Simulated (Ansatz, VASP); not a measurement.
**SnO2: VASP beside Ansatz**

File INCAR:

```
PREC = Accurate
ENCUT = 520
EDIFF = 1E-8
ISMEAR = -1
SIGMA = 0.03
LREAL = False
LASPH = True
NELM = 100
ALGO = Normal
ISIF = 2
LWAVE = False
LCHARG = False
GGA = PE
LEFG = True
NBANDS = 35
```

Contents of KPOINTS:

```
regular mesh
0
Gamma
  4 4 6
```

Contents of POSCAR:

```
SnO2
1.0
    4.7373500000     -0.0710602500     -0.0710602500
   -0.0710602500      4.7373500000     -0.0710602500
   -0.0477960000     -0.0477960000      3.1864000000
Sn O
2 4
Direct
    0.0000000000      0.0000000000      0.0000000000
    0.5000000000      0.5000000000      0.5000000000
    0.3056200000      0.3056200000      0.0000000000
    0.1943800000      0.8056200000      0.5000000000
    0.6943800000      0.6943800000      0.0000000000
    0.8056200000      0.1943800000      0.5000000000
```

Input for Ansatz:

```yaml
crystal:
  lattice:
    - [4.73735, -0.07106025, -0.07106025]
    - [-0.07106025, 4.73735, -0.07106025]
    - [-0.047796, -0.047796, 3.1864]
  atoms:
    - { symbol: Sn, position: [0.0, 0.0, 0.0] }
    - { symbol: Sn, position: [0.5, 0.5, 0.5] }
    - { symbol: O, position: [0.30562, 0.30562, 0.0] }
    - { symbol: O, position: [0.19438, 0.80562, 0.5] }
    - { symbol: O, position: [0.69438, 0.69438, 0.0] }
    - { symbol: O, position: [0.80562, 0.19438, 0.5] }
kpoints:
  mp_grid: { grid: [4, 4, 6] }
scf:
  occupations: { method: fermi_dirac, width: 0.03 }
hamiltonian:
  xc: pbe
  pseudopotentials: { kind: all_electron, datasets: crystal }
output:
  forces: true
  stress: true
  eigenvalues: true
  efg: { contact_densities: true }
```

Change from the starting cell: equal xy, yz and zx shear strains of -3 %, crystal datasets.

Alike in both runs: task electric field gradients; functional PBE; k mesh 4 × 4 × 6; occupations fermi-dirac, width 0.03 eV; no spin polarisation.

|  | VASP | Ansatz |
| --- | --- | --- |
| version | VASP 6.6.1 | Ansatz 0.2.0 |
| potentials or method | VASP PAW PBE potentials, release 64 (Sn_d, O), cutoff 520 eV | all-electron PAW with datasets made for the crystal, scalar-relativistic |

Ansatz gave:

- gap on the k mesh at the Fermi level (eV): 1.26
- pressure (GPa): 11.4
- traceless stress, the component that is largest in VASP (GPa): 6.57
- rms of the force components (eV/Å): 0.144
- size of Vzz on the site where it differs most (V/Å²): 105.3

Task: Estimate VASP's values.

Result: gap on the k mesh at the Fermi level (eV): 1.24; pressure (GPa): 12.1; traceless stress, the component that is largest in VASP (GPa): 6.60; rms of the force components (eV/Å): 0.150; size of Vzz on the site where it differs most (V/Å²): 108.6.

Atom by atom the forces differ by 0.010 eV/Å (rms over components). Ansatz ran all-electron here, and VASP with PAW potentials.
